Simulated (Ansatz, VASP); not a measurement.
## Two plane-wave programs on Ag

POSCAR

```
Ag
1.0
    0.0000000000      2.3585866620      1.5330813303
    2.3585866620      0.0000000000      1.5330813303
    2.3585866620      2.3585866620      0.0000000000
Ag
1
Direct
    0.0000000000      0.0000000000      0.0000000000
```

INCAR.step1

```
  ALGO = Normal
  EDIFF = 1E-4
  ENCUT = 520
  GGA = PE
  ISMEAR = 0
  LASPH = True
  LCHARG = False
  LREAL = False
  LWAVE = True
  NBANDS = 12
  NELM = 100
  PREC = Accurate
  SIGMA = 0.15
```

The input INCAR.step2:

```
  ALGO = Normal
  EDIFF = 1E-7
  ENCUT = 520
  ISIF = 2
  ISMEAR = 0
  ISTART = 1
  LASPH = True
  LCHARG = False
  LMIXTAU = True
  LREAL = False
  LWAVE = False
  METAGGA = R2SCAN
  NBANDS = 12
  NELM = 100
  PREC = Accurate
  SIGMA = 0.15
```

Contents of KPOINTS:

```
k-points
0
Gamma
  22 22 22
```

Input for Ansatz:

```yaml
crystal:
  lattice:
    - [0.0, 2.358586662, 1.5330813303]
    - [2.358586662, 0.0, 1.5330813303]
    - [2.358586662, 2.358586662, 0.0]
  atoms:
    - { symbol: Ag, position: [0.0, 0.0, 0.0] }
basis:
  ecutwfc: 500
kpoints:
  mp_grid: { grid: [22, 22, 22] }
hamiltonian:
  xc: r2scan
scf:
  occupations: { method: gaussian, width: 0.15 }
output:
  forces: true
  stress: true
  eigenvalues: true
```

Alike in both runs: task single point; functional r2SCAN; k mesh 22 × 22 × 22; occupations gaussian, width 0.15 eV; no spin polarisation.

```csv
,VASP,Ansatz
version,VASP 6.6.1,Ansatz 0.2.0
potentials or method,"VASP PAW PBE potentials, release 64 (Ag), cutoff 520 eV","scalar-relativistic, plane waves, PAW"
valence electrons in the cell,11,19
```

```tsv
	VASP	Ansatz	Ansatz less VASP
gap on the k mesh at the Fermi level (eV)	none	none	-
pressure (GPa)	2.5	2.3	-0.17
traceless stress, the component that is largest in VASP (GPa)	-0.07	-0.06	+0.004
```

VASP's potentials were made for PBE, not for r2SCAN. A gap of «none» marks a metal or a gap that the smearing closes. VASP's potentials hold 11 valence electrons a cell and Ansatz's 19, so a difference there can come from the potentials and not from the codes.
